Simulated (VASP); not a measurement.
Input of a VASP 6.6.1 run:

The input INCAR:

```
PREC = Accurate ; ENCUT = 520
EDIFF = 1E-7 ; ISMEAR = 0
SIGMA = 0.02 ; LREAL = F
LASPH = T ; NELM = 100
ALGO = Normal ; ISIF = 2
LWAVE = F ; LCHARG = F
GGA = PE ; NBANDS = 32
```

File KPOINTS:

```
Automatic mesh
0
Gamma
  9 9 9
```

The input POSCAR:

```
Bi2Se3
1.0
    2.0952101533      1.2096701460     10.4336286719
   -2.0952101533      1.2096701460     10.4336286719
    0.0000000000     -2.4193402920     10.4336286719
Bi Se
2 3
Direct
    0.3956391906      0.3956391906      0.3956391906
    0.6043608094      0.6043608094      0.6043608094
    0.0000000000      0.0000000000      0.0000000000
    0.2211432076      0.2211432076      0.2211432076
    0.7788567924      0.7788567924      0.7788567924
```

Potentials or basis: VASP PAW PBE potentials, release 64 (Bi_d, Se).

Command:

```sh
$ cat potpaw_PBE.64/Bi_d/POTCAR potpaw_PBE.64/Se/POTCAR > POTCAR
$ mpirun -np 1 vasp_std > vasp.out
```

Question: Predict the pressure.

Answer: 0.0 GPa.

Question: What does it give for the largest force?

Answer: 0.013 eV/Å.

Question: Predict the band gap on the k mesh.

Answer: 0.70 eV, indirect (least direct gap 0.71 eV).

Forces on the atoms (eV/Å):
```
Bi   0.000  0.000 -0.010
Bi   0.000  0.000  0.010
Se   0.000  0.000  0.000
Se   0.000  0.000 -0.013
Se   0.000  0.000  0.013
```

Caveat: spin-orbit coupling is left out, which moves the levels of the heavy elements. Expect the measured gap to be larger: semilocal functionals such as PBE lack the derivative discontinuity.
